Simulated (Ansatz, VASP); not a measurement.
Li3SF in VASP and in Ansatz

Contents of INCAR:

```
PREC     = Accurate       # precision mode
ENCUT    = 520            # plane-wave cutoff, eV
EDIFF    = 1E-6           # SCF threshold, eV
ISMEAR   = 0              # smearing method
SIGMA    = 0.01           # smearing width, eV
LREAL    = False          # projectors in reciprocal space
LASPH    = True           # aspherical terms in the spheres
NELM     = 80             # most SCF steps
ALGO     = Normal         # electronic algorithm
ISIF     = 2              # what is computed and relaxed
LWAVE    = False          # write WAVECAR
LCHARG   = True           # write CHGCAR
GGA      = PE             # functional
LELF     = True           # ELF
LVHAR    = True         
NBANDS   = 19             # bands
```

Contents of KPOINTS:

```
Automatic mesh
0
Gamma
  6 6 6
```

The input POSCAR:

```
Li3SF
1.0
    4.4811012190      0.0000000000      0.0000000000
    0.0000000000      4.4811012190      0.0000000000
    0.0000000000      0.0000000000      4.4811012190
F S Li
1 1 3
Direct
    0.0000000000      0.0000000000      0.0000000000
    0.5000000000      0.5000000000      0.5000000000
    0.5000000000      0.5000000000      0.0000000000
    0.5000000000      0.0000000000      0.5000000000
    0.0000000000      0.5000000000      0.5000000000
```

Input for Ansatz:

```yaml
crystal:
  lattice:
    - [4.481101219, 0.0, 0.0]
    - [0.0, 4.481101219, 0.0]
    - [0.0, 0.0, 4.481101219]
  atoms:
    - { symbol: F, position: [0.0, 0.0, 0.0] }
    - { symbol: S, position: [0.5, 0.5, 0.5] }
    - { symbol: Li, position: [0.5, 0.5, 0.0] }
    - { symbol: Li, position: [0.5, 0.0, 0.5] }
    - { symbol: Li, position: [0.0, 0.5, 0.5] }
kpoints:
  mp_grid: { grid: [6, 6, 6] }
  band_path:
    path:
      - [0.0, 0.0, 0.0]
      - [0.0, 0.5, 0.0]
      - [0.5, 0.5, 0.0]
      - [0.5, 0.5, 0.5]
      - [0.0, 0.5, 0.5]
    npoints: 1
hamiltonian:
  xc: pbe
scf:
  occupations: { method: fixed }
  n_extra_bands: 5
output:
  forces: true
  stress: true
  eigenvalues: true
```

Alike in both runs: task single point; functional PBE; k mesh 6 × 6 × 6; no spin polarisation.

|  | VASP | Ansatz |
| --- | --- | --- |
| version | VASP 6.6.1 | Ansatz 0.2.0 |
| potentials or method | VASP PAW PBE potentials, release 64 (F, S, Li_sv) | plane waves, PAW |
| plane-wave cutoff (eV) | 520 | 420 |
| occupations | gaussian, width 0.01 eV | fixed |
| valence electrons in the cell | 22 | 22 |

```csv
,VASP,Ansatz,Ansatz less VASP
gap on the k mesh at the Fermi level (eV),4.00,4.00,0.000
```

Noted on VASP's run: the cutoff is short for stress, so the pressure is rough.
